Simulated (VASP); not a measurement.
SiNi:

```
Ni Si
1.0
     4.50369    0.00000    0.00000
     0.00000    4.50369    0.00000
     0.00000    0.00000    4.50369
Ni Si
4 4
Direct
  0.14950 0.14950 0.14950
  0.64950 0.35050 0.85050
  0.85050 0.64950 0.35050
  0.35050 0.85050 0.64950
  0.84683 0.84683 0.84683
  0.34683 0.65317 0.15317
  0.15317 0.34683 0.65317
  0.65317 0.15317 0.34683
```

Base run:

```yaml
Program: VASP 6.6.1
Functional: PBEsol
Potentials_or_basis: VASP PAW PBE potentials, release 64 (Ni, Si)
Cutoff: 520 eV
k_mesh: 6 × 6 × 6
Occupations: fermi-dirac, width 0.05 eV
Spin: collinear spin, ferromagnetic start
Starting_moments: "[1.0, 1.0, 1.0, 1.0, 0.0, 0.0, 0.0, 0.0] μB"
Hubbard_terms: Ni d U = 4.0 eV
```

Its results: band gap on the k mesh zero (filled and empty bands overlap); pressure -11.4 GPa; net moment 0.00 μB per cell; largest force 0.148 eV/Å.

After a change of settings the same cell gave: band gap on the k mesh zero (filled and empty bands overlap); pressure -9.6 GPa; net moment 0.00 μB per cell; largest force 0.121 eV/Å. Which change was it?
A. hubbard terms from Ni d U = 4.0 eV to Ni d U = 2.0 eV
B. hubbard terms from Ni d U = 4.0 eV to Ni d U = 5.0 eV; further incar settings from ALGO = Normal; EDIFF = 1e-06; NBANDS = 42 to ALGO = Normal; EDIFF = 1e-07; NBANDS = 42
C. hubbard terms from Ni d U = 4.0 eV to Ni d U = 3.0 eV

C.

Caveats: the PAW data sets were made with another functional, which shifts forces and pressure a little; the U is typed as a test and isn't derived for this compound.
